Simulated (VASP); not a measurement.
# BN (F-43m) in VASP: further runs, part 2 of 2

VASP 6.6.1. The steps go on from the part before.

### 3 Single point, PBEsol (volume scaled by 0.96)

INCAR reads:

```
ALGO = Normal
EDIFF = 1E-6
ENCUT = 520
GGA = PS
ISIF = 2
ISMEAR = -1
LASPH = T
LCHARG = T
LELF = T
LREAL = F
LVHAR = T
LWAVE = F
NBANDS = 11
NELM = 80
PREC = Accurate
SIGMA = 0.05
```

KPOINTS reads:

```
k-points
0
Gamma
  13 13 13
```

POSCAR reads:

```
BN
1.0
    0.0000000000      1.7884979828      1.7884979828
    1.7884979828      0.0000000000      1.7884979828
    1.7884979828      1.7884979828      0.0000000000
N B
1 1
Direct
    0.2500000000      0.2500000000      0.2500000000
    0.0000000000      0.0000000000      0.0000000000
```

Potentials or basis: VASP PAW PBE potentials, release 64 (N, B).

Started as:

```
cat potpaw_PBE.64/N/POTCAR potpaw_PBE.64/B/POTCAR > POTCAR
mpirun -np 1 vasp_std > vasp.out
```

OUTCAR:

```text
EDIFF = 1E-6
   ENCUT = 520
   GGA = PS
   ISIF = 2
   ISMEAR = -1
   LASPH = T
   LREAL = F
   NELM = 80
   PREC = Accurate

 ion  position               nearest neighbor table
   1  0.250  0.250  0.250-   2 1.55   2 1.55   2 1.55   2 1.55
   2  0.000  0.000  0.000-   1 1.55   1 1.55   1 1.55   1 1.55

  LATTYP: Found a face centered cubic cell.
 ALAT       =     3.5769959656

  Lattice vectors:

 A1 = (   0.0000000000,   1.7884979828,   1.7884979828)
 A2 = (   1.7884979828,   0.0000000000,   1.7884979828)
 A3 = (   1.7884979828,   1.7884979828,   0.0000000000)

Analysis of symmetry for initial positions (statically):
=====================================================================
 Subroutine PRICEL returns:
 Original cell was already a primitive cell.

 Routine SETGRP: Setting up the symmetry group for a
 face centered cubic supercell.

 Subroutine GETGRP returns: Found 24 space group operations
 (whereof 24 operations were pure point group operations)
 out of a pool of 48 trial point group operations.

The static configuration has the point symmetry T_d .

Analysis of symmetry for dynamics (positions and initial velocities):
=====================================================================
 Subroutine PRICEL returns:
 Original cell was already a primitive cell.

 Routine SETGRP: Setting up the symmetry group for a
 face centered cubic supercell.

 Subroutine GETGRP returns: Found 24 space group operations
 (whereof 24 operations were pure point group operations)
 out of a pool of 48 trial point group operations.

The dynamic configuration has the point symmetry T_d .

 Subroutine INISYM returns: Found 24 space group operations
 (whereof 24 operations are pure point group operations),
 and found     1 'primitive' translations

----------------------------------------------------------------------------------------

                                     Primitive cell

  volume of cell :      11.4418

  direct lattice vectors                    reciprocal lattice vectors
     0.000000000  1.788497983  1.788497983    -0.279564196  0.279564196  0.279564196
     1.788497983  0.000000000  1.788497983     0.279564196 -0.279564196  0.279564196
     1.788497983  1.788497983  0.000000000     0.279564196  0.279564196 -0.279564196

  length of vectors
     2.529318104  2.529318104  2.529318104     0.484219391  0.484219391  0.484219391

  position of ions in fractional coordinates (direct lattice)
     0.250000000  0.250000000  0.250000000
     0.000000000  0.000000000  0.000000000

  ion indices of the primitive-cell ions
   primitive index   ion index
                 1           1
                 2           2

----------------------------------------------------------------------------------------

 KPOINTS: k-points

Automatic generation of k-mesh.
 Grid dimensions read from file:
 generate k-points for:   13   13   13

 Generating k-lattice:

  Cartesian coordinates                     Fractional coordinates (reciprocal lattice)
    -0.021504938  0.021504938  0.021504938     0.076923077  0.000000000  0.000000000
     0.021504938 -0.021504938  0.021504938     0.000000000  0.076923077  0.000000000
     0.021504938  0.021504938 -0.021504938     0.000000000  0.000000000  0.076923077

  Length of vectors
     0.037247645  0.037247645  0.037247645

  Shift w.r.t. Gamma in fractional coordinates (k-lattice)
     0.000000000  0.000000000  0.000000000

 Subroutine IBZKPT returns following result:
 ===========================================

 Found     84 irreducible k-points:

 Following reciprocal coordinates:
            Coordinates               Weight
  0.000000  0.000000  0.000000      1.000000
  0.076923  0.000000  0.000000      8.000000
  0.153846  0.000000  0.000000      8.000000
  0.230769  0.000000  0.000000      8.000000
  0.307692  0.000000  0.000000      8.000000
  0.384615  0.000000  0.000000      8.000000
[... 16 lines left out ...]
  0.384615  0.153846  0.000000     24.000000
  0.461538  0.153846  0.000000     24.000000
 [... further k-points ...]
   k-points           NKPTS =     84   k-points in BZ     NKDIM =     84   number of bands    NBANDS=     11
   number of dos      NEDOS =    301   number of ions     NIONS =      2
   total plane-waves  NPLWV =   8000
   dimension x,y,z NGX =    20 NGY =   20 NGZ =   20
   dimension x,y,z NGXF=    40 NGYF=   40 NGZF=   40
   ions per type =               1   1
   NGX,Y,Z   is equivalent  to a cutoff of  13.15, 13.15, 13.15 a.u.
   NGXF,Y,Z  is equivalent  to a cutoff of  26.29, 26.29, 26.29 a.u.
 SYSTEM =  unknown system
   PREC   = accura    normal or accurate (medium, high low for compatibility)
   ISTART =      0    job   : 0-new  1-cont  2-samecut
   ICHARG =      2    charge: 1-file 2-atom 10-const
   ISPIN  =      1    spin polarized calculation?
   LNONCOLLINEAR =      F non collinear calculations
   LSORBIT =      F    spin-orbit coupling
   LASPH  =      T    aspherical Exc in radial PAW
   ENCUT  =  520.0 eV  38.22 Ry    6.18 a.u.   4.70  4.70  4.70*2*pi/ulx,y,z
   NELM   =     80;   NELMIN=  2; NELMDL= -5     # of ELM steps
   EDIFF  = 0.1E-05   stopping-criterion for ELM
   LREAL  =      F    real-space projection
   EDIFFG = 0.1E-04   stopping-criterion for IOM
   NSW    =      0    number of steps for IOM
   IBRION =     -1    ionic relax: 0-MD 1-quasi-New 2-CG
   NFREE  =      0    steps in history (QN), initial steepest desc. (CG)
   ISIF   =      2    stress and relaxation
   ISYM   =      2    0-nonsym 1-usesym 2-fastsym
   POTIM  = 0.5000    time-step for ionic-motion
   TEBEG  =    0.0;   TEEND  =   0.0 temperature during run
   PSTRESS=    0.0 pullay stress
   NELECT =       8.0000    total number of electrons
   NUPDOWN=      -1.0000    fix difference up-down
   EMIN   =  10.00;   EMAX   =-10.00  energy-range for DOS
   EFERMI =   0.00;   METHOD = LEGACY
   ISMEAR =    -1;   SIGMA  =   0.05  broadening in eV -4-tet -1-fermi 0-gaus
   EFERMI_NEDOS =   21; number of points for ismear=-14 and -15
   IALGO  =     38    algorithm
   IMIX   =      4    mixing-type and parameters
     AMIX     =   0.40;   BMIX     =  1.00
     AMIX_MAG =   1.60;   BMIX_MAG =  1.00
  volume/ion in A,a.u.               =       5.72        38.61
  Fermi-wavevector in a.u.,A,eV,Ry     =   1.453025  2.745819 28.725725  2.111281
  Thomas-Fermi vector in A             =   2.570339
   LORBIT       =      0    0 simple, 1 ext, 2 COOP (PROOUT), +10 PAW based schemes
   GGA     = PS    functional components
   LHFCALC =     F    Hartree Fock is set to
   AEXX    =    0.0000 exact exchange contribution
   IVDW    =     0    specifies the selected vdW correction
   LEPSILON=     F    determine dielectric tensor
   LRPA    =     F    only Hartree local field effects (RPA)
 non-spin polarized calculation
  energy-cutoff  :      520.00
  volume of cell :       11.44
 maximum number of plane-waves:       331
   NGX =  9   NGY =  9   NGZ =  9

 number of electron       7.9999998 magnetization

 Free energy of the ion-electron system (eV)
  ---------------------------------------------------
  ext. energy  EPLUGINS =         0.00000000
  ---------------------------------------------------
  free energy    TOTEN  =       -18.33700609 eV

  energy without entropy =      -18.33700609  energy(sigma->0) =      -18.33700609

 E-fermi :   8.8166     XC(G=0): -13.1717

 val. band max:        7.7584217201   @ k =   0.0000   0.0000   0.0000
 cond. band min:      12.1464205209   @ k =   0.4615   0.4615   0.0000
 fundamental gap:      4.3879988008
 Fermi energy:         8.8165815756

 k-point     1 :       0.0000    0.0000    0.0000
  band No.  band energies     occupation
      1     -12.8607      2.00000
      2       7.7584      2.00000
      3       7.7584      2.00000
      4       7.7584      2.00000
      5      16.6688      0.00000
      6      16.6688      0.00000
      7      16.6688      0.00000
      8      18.5423      0.00000
      9      32.8670      0.00000
     10      35.8399      0.00000
     11      35.8399      0.00000
[... 309 lines left out ...]
 k-point    24 :       0.4615    0.1538    0.0000
  band No.  band energies     occupation
      1      -8.7142      2.00000
      2      -1.8167      2.00000
      3       4.3951      2.00000
      4       4.8159      2.00000
      5      16.6893      0.00000
      6      20.2019      0.00000
      7      20.4602      0.00000
      8      22.6977      0.00000
      9      28.8086      0.00000
     10      34.5032      0.00000
     11      36.1475      0.00000

 [... further k-points ...]

------------------------ aborting loop because EDIFF is reached ----------------------------------------

  FORCE on cell =-STRESS in cart. coord.  units (eV):
  Direction    XX          YY          ZZ          XY          YZ          ZX
  --------------------------------------------------------------------------------------
  -------------------------------------------------------------------------------------
  Total        0.7408596      0.7408596      0.7408596      0.0000000      0.0000000     -0.0000000
  in kB      103.7411650    103.7411650    103.7411650      0.0000000      0.0000000     -0.0000000
  external PRESSURE =     103.7411650 kB  Pullay stress =       0.0000000 kB

 VOLUME and BASIS-vectors are now :
 -----------------------------------------------------------------------------
  energy-cutoff  :      520.00
  volume of cell :       11.44
      direct lattice vectors                 reciprocal lattice vectors
     0.000000000  1.788497983  1.788497983    -0.279564196  0.279564196  0.279564196
     1.788497983  0.000000000  1.788497983     0.279564196 -0.279564196  0.279564196
     1.788497983  1.788497983  0.000000000     0.279564196  0.279564196 -0.279564196

 POSITION                                       TOTAL-FORCE (eV/Angst)
 -----------------------------------------------------------------------------------
      0.89425      0.89425      0.89425        -0.000000     -0.000000     -0.000000
      0.00000      0.00000      0.00000         0.000000      0.000000      0.000000
 -----------------------------------------------------------------------------------
    total drift:                                0.000000      0.000000      0.000000

  FREE ENERGIE OF THE ION-ELECTRON SYSTEM (eV)
  ---------------------------------------------------
  free  energy   TOTEN  =       -18.3370060875 eV

  energy  without entropy=      -18.3370060875  energy(sigma->0) =      -18.33700609
```

OSZICAR:

```text
N       E                     dE             d eps       ncg     rms          rms(c)
DAV:   1     0.956922225172E+01    0.95692E+01   -0.51183E+03  1896   0.732E+02
DAV:   2    -0.188390646459E+02   -0.28408E+02   -0.27682E+02  2226   0.165E+02
DAV:   3    -0.193330012245E+02   -0.49394E+00   -0.49268E+00  2196   0.186E+01
DAV:   4    -0.193335801601E+02   -0.57894E-03   -0.57893E-03  1988   0.686E-01
DAV:   5    -0.193335806060E+02   -0.44588E-06   -0.44588E-06  2121   0.195E-02    0.674E+00
DAV:   6    -0.184522809930E+02    0.88130E+00   -0.26415E+00  1938   0.945E+00    0.337E+00
DAV:   7    -0.183582276699E+02    0.94053E-01   -0.11394E-01  2097   0.267E+00    0.191E+00
DAV:   8    -0.183369825515E+02    0.21245E-01   -0.33994E-02  2064   0.128E+00    0.196E-01
DAV:   9    -0.183369868584E+02   -0.43069E-05   -0.81655E-04  1983   0.247E-01    0.822E-02
DAV:  10    -0.183370043289E+02   -0.17471E-04   -0.60151E-05  2043   0.677E-02    0.135E-02
DAV:  11    -0.183370060635E+02   -0.17346E-05   -0.38721E-06  2076   0.151E-02    0.841E-03
DAV:  12    -0.183370060875E+02   -0.23969E-07   -0.93525E-07   972   0.655E-03
   1 F= -.18337006E+02 E0= -.18337006E+02  d E =-.283596E-11
```

stdout:

```text
POSCAR found type information on POSCAR N B
 POSCAR found :  2 types and       2 ions
 scaLAPACK will be used
 -----------------------------------------------------------------------------
|                                                                             |
|                                                                             |
|     You enforced a specific xc type in the INCAR file but a different       |
|     I HOPE YOU KNOW WHAT YOU ARE DOING!                                     |
|                                                                             |
 -----------------------------------------------------------------------------

 LDA part: xc-table for (Slater+PW92), standard interpolation
 POSCAR, INCAR and KPOINTS ok, starting setup
 FFT: planning ... GRIDC
 FFT: planning ... GRID_SOFT
 FFT: planning ... GRID
 WAVECAR not read
 entering main loop
```

Run time: 5.8 s. Hardware: 1 thread of AMD EPYC 9R45 (Zen 5), shared host; peak memory 0.09 GiB.

What came out:

* Free energy: -18.3370 eV
* Pressure: 10.4 GPa
* Band gap on the k mesh: 4.39 eV, indirect (least direct gap 8.91 eV)

Levels at points of the mesh, in eV from the valence-band top:
| k point | band 1 | band 2 | band 3 | band 4 | band 5 | band 6 | band 7 | band 8 | band 9 |
| --- | --- | --- | --- | --- | --- | --- | --- | --- | --- |
| (0.00, 0.00, 0.00) | -20.62 | 0.00 | 0.00 | 0.00 | 8.91 | 8.91 | 8.91 | 10.78 | 25.11 |

Caveat: the PAW data sets were made with another functional, which shifts forces and pressure a little. A k mesh can miss the band edges.
